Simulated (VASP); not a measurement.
Write the native input for VASP 6.6.1 that does the following.

| Quantity | Value |
| --- | --- |
| Task | single point |
| Functional | r2SCAN |
| Potentials or basis | VASP PAW PBE potentials, release 64 (Li_sv, H) |
| Cutoff | 520 eV |
| k mesh | 10 × 10 × 10 |
| Occupations | gaussian, width 0.01 eV |
| Spin | no spin polarisation |
| Dipole correction | no |
| Further INCAR settings | ALGO = Normal; EDIFF = 1e-06; NBANDS = 9 |

The system is LiH.

```xyz
2
Lattice="0.0000 1.8836 1.9985 1.8836 0.0000 1.9985 1.8836 1.8836 0.0000" Properties=species:S:1:pos:R:3 pbc="T T T"
Li    0.0000    0.0000    0.0000
H     1.8836    1.8836    1.9985
```

This cell differs from its parent crystal: biaxial xy strain -5.8%.

These files were run (other wordings do the same):

POSCAR

```
LiH
1.0
    0.0000000000      1.8835605110      1.9984726907
    1.8835605110      0.0000000000      1.9984726907
    1.8835605110      1.8835605110      0.0000000000
Li H
1 1
Direct
    0.0000000000      0.0000000000      0.0000000000
    0.5000000000      0.5000000000      0.5000000000
```

INCAR.step1

```
SYSTEM = LiH
PREC = Accurate ; ENCUT = 520
ISMEAR = 0 ; SIGMA = 0.01
LREAL = .FALSE. ; LASPH = .TRUE.
NELM = 60 ; NBANDS = 9
GGA = PE ; ALGO = Normal
EDIFF = 1E-4 ; LWAVE = .TRUE.
LCHARG = .FALSE.
```

INCAR.step2

```
SYSTEM = LiH
PREC = Accurate ; ENCUT = 520
EDIFF = 1E-6 ; ISMEAR = 0
SIGMA = 0.01 ; LREAL = .FALSE.
LASPH = .TRUE. ; NELM = 60
ALGO = Normal ; ISIF = 2
LWAVE = .FALSE. ; LCHARG = .FALSE.
METAGGA = R2SCAN ; LMIXTAU = .TRUE.
NBANDS = 9 ; ISTART = 1
```

KPOINTS

```
regular mesh
0
G
  10 10 10
  0 0 0
```

Potentials or basis: VASP PAW PBE potentials, release 64 (Li_sv, H).

Launch:

```sh
$ cat potpaw_PBE.64/Li_sv/POTCAR potpaw_PBE.64/H/POTCAR > POTCAR
$ cp INCAR.step1 INCAR
$ mpirun -np 1 vasp_std > vasp.out
$ cp INCAR.step2 INCAR
$ mpirun -np 1 vasp_std > vasp.out
```

Results of the run:

| Property | Result |
| --- | --- |
| Band gap on the k mesh | 2.76 eV, indirect (least direct gap 3.24 eV) |

Caveat: the cell differs from its parent crystal (biaxial xy strain -5.8%).

Run time: 30 s on 1 thread of Intel(R) Xeon(R) 6975P-C (Granite Rapids), on a shared host, peak memory 0.12 GiB.
